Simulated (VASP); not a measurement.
# Be2N (I-42d) in VASP: relaxation of cell and atoms with PBE

Aim: the relaxation of cell and atoms of Be2N with PBE.

Everything below comes from runs of VASP 6.6.1. Logs are shortened: lines on timing, memory, paths and dates and some standing lists are left out, and cuts for length are marked.

## 1. The cell of the first run

It takes space group I-42d (No. 122, tetragonal). Conventional cell: a = 4.032 Å, b = 4.032 Å, c = 8.185 Å, α = 90.00°, β = 90.00°, γ = 90.00°. Within 2.1 Å of Be (site symmetry 2) lie 2 N at 1.60 Å. N (site symmetry -4) has 4 Be at 1.60 Å within 2.1 Å.

## 2. Relaxation of cell and atoms, PBE

Contents of INCAR:

```
SYSTEM = Be2N
PREC = Accurate
ENCUT = 600
EDIFF = 1E-6
ISMEAR = 0
SIGMA = 0.1
LREAL = .False.
LASPH = .True.
NELM = 100
ALGO = Normal
ISIF = 3
LWAVE = .False.
LCHARG = .False.
GGA = PE
IBRION = 2
NSW = 100
EDIFFG = -0.01
```

Contents of KPOINTS:

```
regular mesh
0
Gamma
  14 14 14
  0 0 0
```

Contents of POSCAR:

```
Be2N
1.0
   -2.0161944800      2.0161944800      4.0926108198
    2.0161944800     -2.0161944800      4.0926108198
    2.0161944800      2.0161944800     -4.0926108198
Be N
4 2
Direct
    0.0498454528      0.6250000000      0.9248454528
    0.3750000000      0.2998454528      0.4248454528
    0.7001545472      0.1250000000      0.0751545472
    0.8750000000      0.9501545472      0.5751545472
    0.0000000000      0.0000000000      0.0000000000
    0.7500000000      0.2500000000      0.5000000000
```

Potentials or basis: VASP PAW PBE potentials, release 64 (Be, N).

The run is started by

```sh
$ cat potpaw_PBE.64/Be/POTCAR potpaw_PBE.64/N/POTCAR > POTCAR
$ mpirun -np 1 vasp_std > vasp.out
```

OUTCAR:

```text
SYSTEM = Be2N
   PREC = Accurate
   ENCUT = 600
   EDIFF = 1E-6
   ISMEAR = 0
   LREAL = .False.
   LASPH = .True.
   NELM = 100
   ISIF = 3
   GGA = PE
   IBRION = 2
   NSW = 100
   EDIFFG = -0.01

 ion  position               nearest neighbor table
   1  0.050  0.625  0.925-   5 1.60   6 1.60
   2  0.375  0.300  0.425-   5 1.60   6 1.60
   3  0.700  0.125  0.075-   5 1.60   6 1.60
   4  0.875  0.950  0.575-   5 1.60   6 1.60
   5  0.000  0.000  0.000-   1 1.60   2 1.60   3 1.60   4 1.60
   6  0.750  0.250  0.500-   1 1.60   2 1.60   3 1.60   4 1.60

  LATTYP: Found a body centered tetragonal cell.
 ALAT       =     4.0323889600
 C/A-ratio  =     2.0298690728

  Lattice vectors:

 A1 = (  -2.0161944800,   2.0161944800,   4.0926108198)
 A2 = (   2.0161944800,  -2.0161944800,   4.0926108198)
 A3 = (   2.0161944800,   2.0161944800,  -4.0926108198)

Analysis of symmetry for initial positions (statically):
=====================================================================
 Subroutine PRICEL returns:
 Original cell was already a primitive cell.

 Routine SETGRP: Setting up the symmetry group for a
 body centered tetragonal supercell.

 Subroutine GETGRP returns: Found  8 space group operations
 (whereof  4 operations were pure point group operations)
 out of a pool of 16 trial point group operations.

The static configuration has the point symmetry S_4 .
 The point group associated with its full space group is D_2d.

Analysis of symmetry for dynamics (positions and initial velocities):
=====================================================================
 Subroutine PRICEL returns:
 Original cell was already a primitive cell.

 Routine SETGRP: Setting up the symmetry group for a
 body centered tetragonal supercell.

 Subroutine GETGRP returns: Found  8 space group operations
 (whereof  4 operations were pure point group operations)
 out of a pool of 16 trial point group operations.

The dynamic configuration has the point symmetry S_4 .
 The point group associated with its full space group is D_2d.

 Subroutine INISYM returns: Found  8 space group operations
 (whereof  4 operations are pure point group operations),
 and found     1 'primitive' translations

----------------------------------------------------------------------------------------

                                     Primitive cell

  volume of cell :      66.5465

  direct lattice vectors                    reciprocal lattice vectors
    -2.016194480  2.016194480  4.092610820     0.000000000  0.247991950  0.122171402
     2.016194480 -2.016194480  4.092610820     0.247991950  0.000000000  0.122171402
     2.016194480  2.016194480 -4.092610820     0.247991950  0.247991950  0.000000000

  length of vectors
     4.987939824  4.987939824  4.987939824     0.276452272  0.276452272  0.350713579

  position of ions in fractional coordinates (direct lattice)
     0.049845453  0.625000000  0.924845453
     0.375000000  0.299845453  0.424845453
     0.700154547  0.125000000  0.075154547
     0.875000000  0.950154547  0.575154547
     0.000000000  0.000000000  0.000000000
     0.750000000  0.250000000  0.500000000

  ion indices of the primitive-cell ions
   primitive index   ion index
                 1           1
                 2           2
                 3           3
                 4           4
                 5           5
                 6           6

----------------------------------------------------------------------------------------

 KPOINTS: regular mesh

Automatic generation of k-mesh.
 Grid dimensions read from file:
 generate k-points for:   14   14   14

 Generating k-lattice:

  Cartesian coordinates                     Fractional coordinates (reciprocal lattice)
     0.000000000  0.017713711  0.008726529     0.071428571  0.000000000 -0.000000000
     0.017713711  0.000000000  0.008726529     0.000000000  0.071428571 -0.000000000
     0.017713711  0.017713711  0.000000000     0.000000000  0.000000000  0.071428571

  Length of vectors
     0.019746591  0.019746591  0.025050970

  Shift w.r.t. Gamma in fractional coordinates (k-lattice)
     0.000000000  0.000000000  0.000000000

 Subroutine IBZKPT returns following result:
 ===========================================

 Found    244 irreducible k-points:

 Following reciprocal coordinates:
            Coordinates               Weight
  0.000000  0.000000  0.000000      1.000000
  0.071429  0.000000 -0.000000      8.000000
  0.142857 -0.000000  0.000000      8.000000
  0.214286  0.000000  0.000000      8.000000
  0.285714  0.000000 -0.000000      8.000000
  0.357143 -0.000000  0.000000      8.000000
[... 16 lines left out ...]
  0.214286  0.142857  0.000000     16.000000
  0.285714  0.142857  0.000000     16.000000
 [... further k-points ...]
   k-points           NKPTS =    244   k-points in BZ     NKDIM =    244   number of bands    NBANDS=     13
   number of dos      NEDOS =    301   number of ions     NIONS =      6
   total plane-waves  NPLWV =  64000
   dimension x,y,z NGX =    40 NGY =   40 NGZ =   40
   dimension x,y,z NGXF=    80 NGYF=   80 NGZF=   80
   ions per type =               4   2
   NGX,Y,Z   is equivalent  to a cutoff of  13.33, 13.33, 13.33 a.u.
   NGXF,Y,Z  is equivalent  to a cutoff of  26.66, 26.66, 26.66 a.u.
 SYSTEM =  Be2N
   PREC   = accura    normal or accurate (medium, high low for compatibility)
   ISTART =      0    job   : 0-new  1-cont  2-samecut
   ICHARG =      2    charge: 1-file 2-atom 10-const
   ISPIN  =      1    spin polarized calculation?
   LNONCOLLINEAR =      F non collinear calculations
   LSORBIT =      F    spin-orbit coupling
   LASPH  =      T    aspherical Exc in radial PAW
   ENCUT  =  600.0 eV  44.10 Ry    6.64 a.u.   9.96  9.96  9.96*2*pi/ulx,y,z
   NELM   =    100;   NELMIN=  2; NELMDL= -5     # of ELM steps
   EDIFF  = 0.1E-05   stopping-criterion for ELM
   LREAL  =      F    real-space projection
   EDIFFG = -.1E-01   stopping-criterion for IOM
   NSW    =    100    number of steps for IOM
   IBRION =      2    ionic relax: 0-MD 1-quasi-New 2-CG
   NFREE  =      1    steps in history (QN), initial steepest desc. (CG)
   ISIF   =      3    stress and relaxation
   ISYM   =      2    0-nonsym 1-usesym 2-fastsym
   POTIM  = 0.5000    time-step for ionic-motion
   TEBEG  =    0.0;   TEEND  =   0.0 temperature during run
   PSTRESS=    0.0 pullay stress
   NELECT =      18.0000    total number of electrons
   NUPDOWN=      -1.0000    fix difference up-down
   EMIN   =  10.00;   EMAX   =-10.00  energy-range for DOS
   EFERMI =   0.00;   METHOD = LEGACY
   ISMEAR =     0;   SIGMA  =   0.10  broadening in eV -4-tet -1-fermi 0-gaus
   EFERMI_NEDOS =   21; number of points for ismear=-14 and -15
   IALGO  =     38    algorithm
   IMIX   =      4    mixing-type and parameters
     AMIX     =   0.40;   BMIX     =  1.00
     AMIX_MAG =   1.60;   BMIX_MAG =  1.00
  volume/ion in A,a.u.               =      11.09        74.85
  Fermi-wavevector in a.u.,A,eV,Ry     =   1.058743  2.000734 15.251272  1.120937
  Thomas-Fermi vector in A             =   2.194063
   LORBIT       =      0    0 simple, 1 ext, 2 COOP (PROOUT), +10 PAW based schemes
   GGA     = PE    functional components
   LHFCALC =     F    Hartree Fock is set to
   AEXX    =    0.0000 exact exchange contribution
   IVDW    =     0    specifies the selected vdW correction
   LEPSILON=     F    determine dielectric tensor
   LRPA    =     F    only Hartree local field effects (RPA)
 conjugate gradient relaxation of ions
 non-spin polarized calculation
 Gauss-broadening in eV      SIGMA  =   0.10
  energy-cutoff  :      600.00
  volume of cell :       66.55
 maximum number of plane-waves:      2246
   NGX = 19   NGY = 19   NGZ = 19

--------------------------------------- Ionic step        1  -------------------------------------------

 number of electron      17.9999998 magnetization

 Free energy of the ion-electron system (eV)
  ---------------------------------------------------
  ext. energy  EPLUGINS =         0.00000000
  ---------------------------------------------------
  free energy    TOTEN  =       -33.21594356 eV

  energy without entropy =      -33.19606936  energy(sigma->0) =      -33.20600646

------------------------ aborting loop because EDIFF is reached ----------------------------------------

  FORCE on cell =-STRESS in cart. coord.  units (eV):
  Direction    XX          YY          ZZ          XY          YZ          ZX
  --------------------------------------------------------------------------------------
  -------------------------------------------------------------------------------------
  Total        0.0882320      0.0882320      0.0030184      0.0000000      0.0000000      0.0000000
  in kB        2.1242776      2.1242776      0.0726717      0.0000000      0.0000000      0.0000000
  external PRESSURE =       1.4404090 kB  Pullay stress =       0.0000000 kB
[... 105 lines left out ...]
  energy  without entropy=      -33.1961374788  energy(sigma->0) =      -33.20607625

--------------------------------------- Ionic step        4  -------------------------------------------

 number of electron      17.9999998 magnetization

 Free energy of the ion-electron system (eV)
  ---------------------------------------------------
  ext. energy  EPLUGINS =         0.00000000
  ---------------------------------------------------
  free energy    TOTEN  =       -33.21606246 eV

  energy without entropy =      -33.19618819  energy(sigma->0) =      -33.20612532

 E-fermi :   3.7427     XC(G=0):  -9.2027

 val. band max:        3.7417473705   @ k =   0.4286   0.4286   0.0000
 cond. band min:       3.7436456372   @ k =   0.5000   0.2143   0.0714
 fundamental gap:      0.0018982667
 Fermi energy:         3.7426990044

 k-point     1 :       0.0000    0.0000    0.0000
  band No.  band energies     occupation
      1     -12.4890      2.00000
      2     -11.2401      2.00000
      3      -2.3309      2.00000
      4      -1.3923      2.00000
      5      -1.3923      2.00000
      6      -0.9976      2.00000
      7      -0.0377      2.00000
      8      -0.0377      2.00000
      9       0.9400      2.00000
     10       3.9273      0.00903
     11       5.7917      0.00000
     12       8.3618      0.00000
     13       9.0147      0.00000
[... 353 lines left out ...]
 k-point    24 :       0.2857    0.1429    0.0000
  band No.  band energies     occupation
      1     -12.1922      2.00000
      2     -11.4517      2.00000
      3      -2.7220      2.00000
      4      -2.5324      2.00000
      5      -1.4923      2.00000
      6      -0.8593      2.00000
      7      -0.2078      2.00000
      8      -0.1429      2.00000
      9       2.9989      2.00000
     10       4.3589      0.00000
     11       6.2146      0.00000
     12       7.4535      0.00000
     13       8.3958      0.00000

 [... further k-points ...]
[... 5 lines left out ...]
  --------------------------------------------------------------------------------------
  -------------------------------------------------------------------------------------
  Total        0.0128772      0.0128772     -0.0504068      0.0000000      0.0000000      0.0000000
  in kB        0.3095612      0.3095612     -1.2117535      0.0000000      0.0000000      0.0000000
  external PRESSURE =      -0.1975437 kB  Pullay stress =       0.0000000 kB
[... 21 lines left out ...]
  FREE ENERGIE OF THE ION-ELECTRON SYSTEM (eV)
  ---------------------------------------------------
  free  energy   TOTEN  =       -33.2160624567 eV

  energy  without entropy=      -33.1961881916  energy(sigma->0) =      -33.20612532

 reached required accuracy - stopping structural energy minimisation
```

Wall time 6.6 min (1 thread of Intel Xeon Platinum 8375C at 2.90GHz (Ice Lake), shared host); peak memory 0.4 GiB.

Results:

| Quantity | Value |
| --- | --- |
| Free energy | -33.2161 eV |
| Relaxed volume | 11.11 Å³/atom |
| Relaxed cell | a = 4.988 Å, b = 4.988 Å, c = 4.988 Å, α = 132.26°, β = 132.26°, γ = 69.82° |
| Space group after relaxing (to 0.05 Å) | I-42d (No. 122) |
| Energy gained by relaxing | 0.0 meV/atom |
| Ionic steps | 4 |
| Pressure after relaxing | 0.0 GPa |
| Largest force after relaxing | 0.008 eV/Å |
| Band gap on the k mesh | zero (band 9 reaches 3.92 eV, above the bottom of band 10 at 2.50 eV) |

Forces in eV/Å, atoms in the order of the input:
```
Be   0.000 -0.008  0.000
Be  -0.008  0.000  0.000
Be   0.000  0.008  0.000
Be   0.008  0.000  0.000
N    0.000  0.000  0.000
N    0.000  0.000  0.000
```

Stress tensor (GPa, compression positive):
```
 0.03  0.00  0.00
 0.00  0.03  0.00
 0.00  0.00 -0.12
```

Step by step:
```csv
step,energy change (eV),largest force (eV/Å),pressure (GPa),volume (Å³)
1,0.0000,0.0115,0.14,66.55
2,-0.0001,0.0066,-0.04,66.64
3,-0.0001,0.0063,-0.04,66.64
4,-0.0001,0.0077,-0.02,66.65
```

Final structure:
```yaml
crystal:
  lattice:
    - [-2.01830, 2.01830, 4.09030]
    - [2.01830, -2.01830, 4.09030]
    - [2.01830, 2.01830, -4.09030]
  atoms:
    - { symbol: Be, position: [0.04996, 0.62500, 0.92496] }
    - { symbol: Be, position: [0.37500, 0.29996, 0.42496] }
    - { symbol: Be, position: [0.70004, 0.12500, 0.07504] }
    - { symbol: Be, position: [0.87500, 0.95004, 0.57504] }
    - { symbol: N, position: [0.00000, 0.00000, 0.00000] }
    - { symbol: N, position: [0.75000, 0.25000, 0.50000] }
```
